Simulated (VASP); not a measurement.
# B15As8 in VASP: a series of runs

B15As8 is run at these levels: PBE; tasks: single point.

Everything below comes from runs of VASP 6.6.1. Logs are shortened: lines on timing, memory, paths and dates and some standing lists are left out, and cuts for length are marked.

## Step 1: The cell of the first run

The cell holds an amorphous packing of atoms, 23 atoms: a = 6.753 Å, b = 6.545 Å, c = 7.131 Å, α = 89.23°, β = 90.94°, γ = 91.42°.

## Step 2: Single point, PBE

File INCAR:

```
SYSTEM = B15As8
PREC     = Accurate       ! precision mode
ENCUT    = 520            ! plane-wave cutoff, eV
EDIFF    = 1E-6           ! SCF threshold, eV
ISMEAR   = -1             ! smearing method
SIGMA    = 0.2482         ! smearing width, eV
LREAL    = Auto         
LASPH    = .TRUE.         ! aspherical terms in the spheres
NELM     = 60             ! most SCF steps
ALGO     = Normal         ! electronic algorithm
ISIF     = 2              ! what is computed and relaxed
LWAVE    = .FALSE.        ! write WAVECAR
LCHARG   = .FALSE.        ! write CHGCAR
GGA      = PE             ! functional
ISYM     = 0            
NBANDS   = 60             ! bands
```

File KPOINTS:

```
Automatic mesh
0
Gamma
  1 1 1
  0.25 0.25 0.25
```

File POSCAR:

```
B15As8
1.0
    6.7523970000     -0.0821590000     -0.0565340000
   -0.0821590000      6.5439730000      0.0455560000
   -0.0565340000      0.0455560000      7.1307640000
As B
8 15
Direct
    0.6597526080      0.9787623147      0.7467612107
    0.3682703339      0.7334591624      0.4038494794
    0.6190756278      0.2257837412      1.0137836587
   -0.1148476387      0.8193670898      0.3774501745
    0.0165084251      0.1786368266      0.7229068734
    0.1537139161      0.2323803560      0.3023357305
    0.3934524710      0.1853103819      0.5457135368
    0.6707260673      0.5456562276      0.5111634479
    0.4285002891      0.7580406145      0.8439029166
    0.4860214912      0.5183199089      0.1600349075
    0.5620323715      0.7734347459      0.0926535144
    0.7698382216      0.5478989934      0.1652892940
    1.0612974527      0.8068727865      0.0289184292
    1.0192177861      0.5460739273      0.7204732220
    0.6088055584      0.5517593195     -0.0349730736
    0.3093479453      0.7417650265      0.0402671901
    0.9591063134      0.5255521970      0.9435162993
    0.2767858174      0.4902059896      0.2073422967
    0.1860018239      0.6899356351      0.6069575040
    0.9095036369     -0.0028651437      0.0739382769
    0.1544110246      0.7311703686     -0.1817081205
    0.0505293178      0.5495426326      0.4816772313
    0.8785284025      0.4977413801      0.3381083175
```

Potentials or basis: VASP PAW PBE potentials, release 64 (As, B).

Launch:

```bash
$ cat potpaw_PBE.64/As/POTCAR potpaw_PBE.64/B/POTCAR > POTCAR
$ mpirun -np 1 vasp_std > vasp.out
```

OUTCAR:

```text
SYSTEM = B15As8
   PREC = Accurate
   ENCUT = 520
   EDIFF = 1E-6
   ISMEAR = -1
   LREAL = Auto
   LASPH = .TRUE.
   NELM = 60
   ISIF = 2
   GGA = PE
   ISYM = 0

 ion  position               nearest neighbor table
   1  0.660  0.979  0.747-   9 2.21   3 2.54   7 2.66   5 2.72
   2  0.368  0.733  0.404-  19 1.93  18 2.21  10 2.41  22 2.50   8 2.51
   3  0.619  0.226  0.014-  15 2.16  10 2.39  20 2.52   1 2.54
   4  0.885  0.819  0.377-  23 2.13  22 2.23  20 2.45  12 2.45   8 2.47
   5  0.017  0.179  0.723-  14 2.40   1 2.72   7 2.86
   6  0.154  0.232  0.302-  18 1.98   7 2.38
   7  0.393  0.185  0.546-   6 2.38   1 2.66   5 2.86
   8  0.671  0.546  0.511-  23 1.92   4 2.47   2 2.51
   9  0.429  0.758  0.844-  16 1.63  21 1.86  11 1.98  15 2.02   1 2.21
  10  0.486  0.518  0.160-  18 1.46  15 1.64  11 1.80  12 1.92  16 2.08   3 2.39   2 2.41
  11  0.562  0.773  0.093-  16 1.75  15 1.76  10 1.80   9 1.98  12 2.12
  12  0.770  0.548  0.165-  23 1.46  15 1.78  10 1.92  17 2.06  11 2.12   4 2.45
  13  0.061  0.807  0.029-  20 1.67  21 1.72  16 1.74  17 2.05
  14  0.019  0.546  0.720-  17 1.65  21 1.65  19 1.66  22 1.72   5 2.40
  15  0.609  0.552  0.965-  10 1.64  11 1.76  12 1.78   9 2.02   3 2.16
  16  0.309  0.742  0.040-   9 1.63  13 1.74  11 1.75  21 1.88  18 2.03  10 2.08
  17  0.959  0.526  0.944-  14 1.65  13 2.05  12 2.06  21 2.07
  18  0.277  0.490  0.207-  10 1.46   6 1.98  16 2.03   2 2.21
  19  0.186  0.690  0.607-  21 1.55  22 1.56  14 1.66   2 1.93
  20  0.910  0.997  0.074-  13 1.67   4 2.45   3 2.52
  21  0.154  0.731  0.818-  19 1.55  14 1.65  13 1.72   9 1.86  16 1.88  17 2.07
  22  0.051  0.550  0.482-  19 1.56  23 1.57  14 1.72   4 2.23   2 2.50
  23  0.879  0.498  0.338-  12 1.46  22 1.57   8 1.92   4 2.13

IMPORTANT INFORMATION: All symmetrisations will be switched off!
NOSYMM: (Re-)initialisation of all symmetry stuff for point group C_1.

----------------------------------------------------------------------------------------

                                     Primitive cell

  volume of cell :     315.0080

  direct lattice vectors                    reciprocal lattice vectors
     6.752397000 -0.082159000 -0.056534000     0.148127821  0.001851638  0.001162555
    -0.082159000  6.543973000  0.045556000     0.001851638  0.152842309 -0.000961777
    -0.056534000  0.045556000  7.130764000     0.001162555 -0.000961777  0.140252789

  length of vectors
     6.753133453  6.544647284  7.131133617     0.148143955  0.152856550  0.140260905

  position of ions in fractional coordinates (direct lattice)
     0.659752608  0.978762315  0.746761211
     0.368270334  0.733459162  0.403849479
     0.619075628  0.225783741  0.013783659
     0.885152361  0.819367090  0.377450174
     0.016508425  0.178636827  0.722906873
     0.153713916  0.232380356  0.302335730
[... 15 lines left out ...]
     0.050529318  0.549542633  0.481677231
     0.878528403  0.497741380  0.338108318

  ion indices of the primitive-cell ions
   primitive index   ion index
                 1           1
                 2           2
                 3           3
                 4           4
                 5           5
                 6           6
[... 15 lines left out ...]
                22          22
                23          23

----------------------------------------------------------------------------------------

 KPOINTS: Automatic mesh

Automatic generation of k-mesh.
 Grid dimensions read from file:
 generate k-points for:    1    1    1

 Generating k-lattice:

  Cartesian coordinates                     Fractional coordinates (reciprocal lattice)
     0.148127821  0.001851638  0.001162555     1.000000000 -0.000000000  0.000000000
     0.001851638  0.152842309 -0.000961777    -0.000000000  1.000000000  0.000000000
     0.001162555 -0.000961777  0.140252789     0.000000000  0.000000000  1.000000000

  Length of vectors
     0.148143955  0.152856550  0.140260905

  Shift w.r.t. Gamma in fractional coordinates (k-lattice)
     0.250000000  0.250000000  0.250000000

 Subroutine IBZKPT returns following result:
 ===========================================

 Found      1 irreducible k-points:

 Following reciprocal coordinates:
            Coordinates               Weight
  0.250000  0.250000  0.250000      2.000000
   k-points           NKPTS =      1   k-points in BZ     NKDIM =      1   number of bands    NBANDS=     60
   number of dos      NEDOS =    301   number of ions     NIONS =     23
   total plane-waves  NPLWV = 135000
   dimension x,y,z NGX =    50 NGY =   50 NGZ =   54
   dimension x,y,z NGXF=   100 NGYF=  100 NGZF=  108
   ions per type =               8  15
   NGX,Y,Z   is equivalent  to a cutoff of  12.31, 12.70, 12.59 a.u.
   NGXF,Y,Z  is equivalent  to a cutoff of  24.62, 25.40, 25.18 a.u.
 SYSTEM =  B15As8
   PREC   = accura    normal or accurate (medium, high low for compatibility)
   ISTART =      0    job   : 0-new  1-cont  2-samecut
   ICHARG =      2    charge: 1-file 2-atom 10-const
   ISPIN  =      1    spin polarized calculation?
   LNONCOLLINEAR =      F non collinear calculations
   LSORBIT =      F    spin-orbit coupling
   LASPH  =      T    aspherical Exc in radial PAW
   ENCUT  =  520.0 eV  38.22 Ry    6.18 a.u.  12.56 12.17 13.26*2*pi/ulx,y,z
   NELM   =     60;   NELMIN=  2; NELMDL= -5     # of ELM steps
   EDIFF  = 0.1E-05   stopping-criterion for ELM
   LREAL  =      T    real-space projection
   EDIFFG = 0.1E-04   stopping-criterion for IOM
   NSW    =      0    number of steps for IOM
   IBRION =     -1    ionic relax: 0-MD 1-quasi-New 2-CG
   NFREE  =      0    steps in history (QN), initial steepest desc. (CG)
   ISIF   =      2    stress and relaxation
   ISYM   =      0    0-nonsym 1-usesym 2-fastsym
   POTIM  = 0.5000    time-step for ionic-motion
   TEBEG  =    0.0;   TEEND  =   0.0 temperature during run
   PSTRESS=    0.0 pullay stress
   NELECT =      85.0000    total number of electrons
   NUPDOWN=      -1.0000    fix difference up-down
   EMIN   =  10.00;   EMAX   =-10.00  energy-range for DOS
   EFERMI =   0.00;   METHOD = LEGACY
   ISMEAR =    -1;   SIGMA  =   0.25  broadening in eV -4-tet -1-fermi 0-gaus
   EFERMI_NEDOS =   21; number of points for ismear=-14 and -15
   IALGO  =     38    algorithm
   IMIX   =      4    mixing-type and parameters
     AMIX     =   0.40;   BMIX     =  1.00
     AMIX_MAG =   1.60;   BMIX_MAG =  1.00
  volume/ion in A,a.u.               =      13.70        92.43
  Fermi-wavevector in a.u.,A,eV,Ry     =   1.057890  1.999123 15.226711  1.119132
  Thomas-Fermi vector in A             =   2.193180
   LORBIT       =      0    0 simple, 1 ext, 2 COOP (PROOUT), +10 PAW based schemes
   GGA     = PE    functional components
   LHFCALC =     F    Hartree Fock is set to
   AEXX    =    0.0000 exact exchange contribution
   IVDW    =     0    specifies the selected vdW correction
   LEPSILON=     F    determine dielectric tensor
   LRPA    =     F    only Hartree local field effects (RPA)
 non-spin polarized calculation
  energy-cutoff  :      520.00
  volume of cell :      315.01
 maximum number of plane-waves:      8505
 NGX is ok and might be reduce to    50
   NGX = 25   NGY = 25   NGZ = 27

 number of electron      85.0000000 magnetization

 Free energy of the ion-electron system (eV)
  ---------------------------------------------------
  ext. energy  EPLUGINS =         0.00000000
  ---------------------------------------------------
  free energy    TOTEN  =      -115.42639891 eV

  energy without entropy =     -113.95102561  energy(sigma->0) =     -114.68871226

 E-fermi :   4.5523     XC(G=0): -10.0818

 val. band max:        4.1527247028   @ k =   0.2500   0.2500   0.2500
 cond. band min:       4.5833276211   @ k =   0.2500   0.2500   0.2500
 fundamental gap:      0.4306029182
 Fermi energy:         4.5522707008

 k-point     1 :       0.2500    0.2500    0.2500
  band No.  band energies     occupation
      1     -10.8795      2.00000
      2      -9.9457      2.00000
      3      -8.8541      2.00000
      4      -8.4589      2.00000
      5      -8.2373      2.00000
      6      -7.7215      2.00000
[... 46 lines left out ...]
     53       7.0824      0.00007
     54       7.3105      0.00003
 [bands above 54 left out]

------------------------ aborting loop because EDIFF is reached ----------------------------------------

  FORCE on cell =-STRESS in cart. coord.  units (eV):
  Direction    XX          YY          ZZ          XY          YZ          ZX
  --------------------------------------------------------------------------------------
  -------------------------------------------------------------------------------------
  Total        7.5776711      2.8467458     23.6217315     10.9855209      6.8163327     -7.0091446
  in kB       38.5411547     14.4789695    120.1436160     55.8739819     34.6688749    -35.6495446
  external PRESSURE =      57.7212468 kB  Pullay stress =       0.0000000 kB

 VOLUME and BASIS-vectors are now :
 -----------------------------------------------------------------------------
  energy-cutoff  :      520.00
  volume of cell :      315.01
      direct lattice vectors                 reciprocal lattice vectors
     6.752397000 -0.082159000 -0.056534000     0.148127821  0.001851638  0.001162555
    -0.082159000  6.543973000  0.045556000     0.001851638  0.152842309 -0.000961777
    -0.056534000  0.045556000  7.130764000     0.001162555 -0.000961777  0.140252789

 POSITION                                       TOTAL-FORCE (eV/Angst)
 -----------------------------------------------------------------------------------
      4.33228      6.38481      5.33227        -1.199752     -0.771684     -0.299387
      2.40362      4.78788      2.89235         0.452928      0.675046     -1.466199
      4.16092      1.42729      0.07357         0.711760     -1.393016      0.668399
      5.88824      5.30639      2.67879        -0.542605      2.277883     -0.640077
      0.05593      1.20057      5.16208         1.338505      0.553779      0.017959
      1.00175      1.52184      2.15778        -1.888696     -0.915607     -0.949045
[... 15 lines left out ...]
      0.26881      3.61398      3.45691         0.311587     -1.414691     -0.134702
      5.87216      3.20043      2.38398         1.695928     -2.029892      0.705886
 -----------------------------------------------------------------------------------
    total drift:                               -0.000309     -0.017751      0.016964

  FREE ENERGIE OF THE ION-ELECTRON SYSTEM (eV)
  ---------------------------------------------------
  free  energy   TOTEN  =      -115.4263989132 eV

  energy  without entropy=     -113.9510256075  energy(sigma->0) =     -114.68871226
```

Run time: 78 s. Hardware: 1 thread of AMD EPYC 7R13 (Zen 3), shared host; peak memory 0.29 GiB.

Results:

| Property | Result |
| --- | --- |
| Free energy | -115.4264 eV |
| Pressure | 5.8 GPa |
| Largest force | 5.841 eV/Å |

Forces on the atoms (eV/Å):
```
As  -1.200 -0.772 -0.299
As   0.453  0.675 -1.466
As   0.712 -1.393  0.668
As  -0.543  2.278 -0.640
As   1.339  0.554  0.018
As  -1.889 -0.916 -0.949
As   0.702  0.047  0.986
As  -2.837 -1.082  3.456
B    2.738 -0.520  0.174
B    2.982  0.443 -0.189
B    0.465  0.400 -1.597
B   -1.393  0.889 -5.603
B    0.546 -0.083 -0.305
B   -0.521 -2.374 -0.109
B    2.046  0.280 -1.966
B   -2.193  0.057  0.549
B   -0.890  2.191  0.442
B   -3.692  0.831  1.344
B    0.039  0.859  1.412
B   -0.500  0.045  0.149
B    1.629  1.034  3.353
B    0.312 -1.415 -0.135
B    1.696 -2.030  0.706
```

Caveat: the k points lie up to 0.96 Å⁻¹ apart.

(Continued in part 2 of 2.)
